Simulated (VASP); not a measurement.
Input of a VASP 6.6.1 run:

File INCAR:

```
PREC = Accurate
ENCUT = 520
EDIFF = 1E-6
ISMEAR = 0
SIGMA = 0.01
LREAL = False
LASPH = True
NELM = 80
ALGO = Normal
ISIF = 2
LWAVE = False
LCHARG = False
GGA = PE
NBANDS = 36
```

The input KPOINTS:

```
Automatic mesh
0
Gamma
  12 12 12
```

File POSCAR:

```
ZnS
1.0
    1.9232129056      1.1103674905      9.4482696431
   -1.9232129056      1.1103674905      9.4482696431
    0.0000000000     -2.2207349759      9.4482696437
Zn S
3 3
Direct
    0.0000316055      0.0000316055      0.0000316055
    0.7777402960      0.7777402960      0.7777402960
    0.5554622926      0.5554622926      0.5554622926
    0.9167070812      0.9167070812      0.9167070812
    0.4721541945      0.4721541945      0.4721541945
    0.6945785304      0.6945785304      0.6945785304
```

Potentials or basis: VASP PAW PBE potentials, release 64 (Zn, S).

The run is started by

```sh
$ cat potpaw_PBE.64/Zn/POTCAR potpaw_PBE.64/S/POTCAR > POTCAR
$ mpirun -np 1 vasp_std > vasp.out
```

**Question.** Predict the pressure.

**Answer.** 0.2 GPa.

**Question.** Estimate the band gap on the k mesh.

**Answer.** 2.06 eV.

A k mesh can miss the band edges.
